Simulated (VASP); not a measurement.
# Sn2F: relaxation of cell and atoms with PBE

The system is Sn2F.

```
Sn F
1.0
     5.00076    0.00000    0.00000
    -2.50038    4.33079    0.00000
     0.00000    0.00000    3.16794
Sn F
2 1
Cartesian
  0.0000 2.8872 0.0000
  2.5004 1.4436 0.0000
  0.0000 0.0000 0.0000
```

The cell was generated, and may not be a known phase.

```json
{
 "Program": "VASP 6.6.1",
 "Task": "relaxation of cell and atoms",
 "Functional": "PBE",
 "Potentials or basis": "VASP PAW PBE potentials, release 64 (Sn_d, F)",
 "Cutoff": "600 eV",
 "k mesh": "12 × 12 × 14",
 "Occupations": "gaussian, width 0.1 eV",
 "Spin": "no spin polarisation",
 "Dipole correction": "no",
 "Further INCAR settings": "ALGO = Normal; EDIFF = 1e-06; IBRION = 2; EDIFFG = -0.01; NSW = 100; ISIF = 3"
}
```

```yaml
Relaxed_volume: 22.68 Å³/atom
Relaxed_cell: a = 5.007 Å, b = 5.007 Å, c = 3.134 Å, α = 90.00°, β = 90.00°, γ = 120.00°
Space_group_after_relaxing_to_0.1_Å: P6/mmm (No. 191)
Energy_gained_by_relaxing: 0.8 meV/atom
Ionic_steps: 6
Pressure_after_relaxing: 0.0 GPa
Band_gap_on_the_k_mesh: zero (an odd number of electrons rules out a gap without spin polarisation)
```

The path:
| step | energy change (eV) | largest force (eV/Å) | pressure (GPa) | volume (Å³) |
| --- | --- | --- | --- | --- |
| 1 | 0.0000 | 0.0000 | -0.23 | 68.61 |
| 2 | -0.0021 | 0.0000 | -0.12 | 68.29 |
| 3 | -0.0024 | 0.0000 | -0.10 | 68.17 |
| 4 | -0.0024 | 0.0000 | -0.09 | 68.13 |
| 5 | -0.0024 | 0.0000 | -0.05 | 68.12 |
| 6 | -0.0024 | 0.0000 | 0.02 | 68.03 |

Final structure:
```xyz
3
Lattice="5.0066 0.0000 0.0000 -2.5033 4.3358 0.0000 0.0000 0.0000 3.1341" Properties=species:S:1:pos:R:3 pbc="T T T"
Sn    0.0000    2.8906    0.0000
Sn    2.5033    1.4453    0.0000
F     0.0000    0.0000    0.0000
```

Levels at points of the mesh, in eV from the Fermi level:
```
           k point  band 14  band 15  band 16  band 17  band 18  band 19  band 20  band 21
(0.00, 0.00, 0.00)    -3.79    -3.79    -2.29    -1.88    -1.88     4.01     4.01     5.37
(0.50, 0.00, 0.00)    -4.62    -2.74    -2.26    -0.86     0.30     5.15     5.50     6.33
(0.00, 0.00, 0.50)    -3.46    -3.46    -2.37    -0.77     0.21     0.21     0.49     5.94
(0.50, 0.00, 0.50)    -3.89    -3.40    -2.94    -2.25    -1.42     0.72     3.08     4.98
```

Run time: 23 min on 1 thread of Intel Xeon 8259CL (shared host), peak memory 0.39 GiB.

Caveat: spin-orbit coupling is left out, which moves the levels of the heavy elements.
